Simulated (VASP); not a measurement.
RbCaH3, 5 atoms in the cell. It takes space group Pm-3m (No. 221, cubic). Conventional cell: a = 4.398 Å, b = 4.398 Å, c = 4.398 Å, α = 90.00°, β = 90.00°, γ = 90.00°. Within 4.1 Å of Rb (site symmetry m-3m) lie 12 H at 3.11 Å and 8 Ca at 3.81 Å. Ca (site symmetry m-3m) has 6 H at 2.20 Å within 2.9 Å. Within 2.9 Å of H (site symmetry 4/mmm) lie 2 Ca at 2.20 Å. 

- Program: VASP 6.6.1
- Task: single point
- Functional: LDA
- Potentials or basis: VASP PAW LDA potentials, release 64 (Rb_sv, Ca_sv, H)
- Cutoff: 520 eV
- k mesh: 4 × 4 × 4
- Occupations: gaussian, width 0.01 eV
- Spin: no spin polarisation
- Dipole correction: no
- Further INCAR settings: ALGO = Normal; EDIFF = 1e-06; NBANDS = 19

Potentials or basis: VASP PAW LDA potentials, release 64 (Rb_sv, Ca_sv, H).

The run is started by

```console
$ cat potpaw_LDA.64/Rb_sv/POTCAR potpaw_LDA.64/Ca_sv/POTCAR potpaw_LDA.64/H/POTCAR > POTCAR
$ mpirun -np 1 vasp_std > vasp.out
```

Hardware: 1 thread of Intel(R) Xeon(R) Platinum 8259CL CPU @ 2.50GHz (Skylake/Cascade Lake), on a shared host.

Task: How long does it take, and how much memory?

Result: It took 14 s on 1 thread of Intel(R) Xeon(R) Platinum 8259CL CPU @ 2.50GHz (Skylake/Cascade Lake), with other jobs on the host, peak memory 0.18 GiB. Counts: scf iterations 13, k points 10.
